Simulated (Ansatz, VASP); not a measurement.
## ZrB2 in VASP and in Ansatz

```
Zr B
1.0
     3.21790    0.00000    0.00000
    -1.60895    2.78678    0.00000
     0.00000    0.00000    3.50674
Zr B
1 2
Direct
  0.00000 0.00000 0.00000
  0.33333 0.66667 0.50000
  0.66667 0.33333 0.50000
```

Alike in both runs: task single point; functional PBEsol; k mesh 15 × 15 × 12; occupations gaussian, width 0.15 eV; no spin polarisation.

```csv
,VASP,Ansatz
version,VASP 6.6.1,Ansatz 0.2.0
potentials or method,"VASP PAW PBE potentials, release 64 (Zr_sv, B), cutoff 520 eV","scalar-relativistic, plane waves, PAW"
valence electrons in the cell,18,18
```

|  | VASP | Ansatz | Ansatz less VASP |
| --- | --- | --- | --- |
| gap on the k mesh at the Fermi level (eV) | none | none | - |
| pressure (GPa) | -9.1 | -9.5 | -0.31 |
| traceless stress, the component that is largest in VASP (GPa) | 4.75 | 4.75 | +0.007 |

VASP's potentials were made for PBE, not for PBEsol. A gap of «none» marks a metal or a gap that the smearing closes. The functional is the same, so the differences come from potentials, cutoffs and numerics.
